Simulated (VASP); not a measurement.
A run of VASP 6.6.1:

Contents of INCAR:

```
SYSTEM = MgO2
PREC = Accurate ; ENCUT = 520
EDIFF = 1E-6 ; ISMEAR = 0
SIGMA = 0.05 ; LREAL = .False.
LASPH = .True. ; NELM = 60
ALGO = Normal ; ISIF = 2
LWAVE = .False. ; LCHARG = .False.
GGA = PS ; NBANDS = 14
```

The input KPOINTS:

```
Automatic mesh
0
Gamma
  12 12 12
  0 0 0
```

File POSCAR:

```
MgO2
1.0
    1.5566181855      0.8987139284      3.4939788749
   -1.5566181855      0.8987139284      3.4939788749
    0.0000000000     -1.7974278569      3.4939788749
Mg O
1 2
Direct
    0.0000000000      0.0000000000      0.0000000000
    0.4287860000      0.4287860000      0.4287860000
    0.5712140000      0.5712140000      0.5712140000
```

Potentials or basis: VASP PAW PBE potentials, release 64 (Mg, O).

Run with:

```console
$ cat potpaw_PBE.64/Mg/POTCAR potpaw_PBE.64/O/POTCAR > POTCAR
$ mpirun -np 1 vasp_std > vasp.out
```

Hardware: 1 thread of Intel(R) Xeon(R) Platinum 8259CL CPU @ 2.50GHz (Skylake/Cascade Lake) (shared host).

**Question.** How long does it take, and how much memory?

**Answer.** Wall time 87 s on 1 thread of Intel(R) Xeon(R) Platinum 8259CL CPU @ 2.50GHz (Skylake/Cascade Lake), on a shared host, peak memory 0.22 GiB. Counts: scf iterations 13, k points 189.
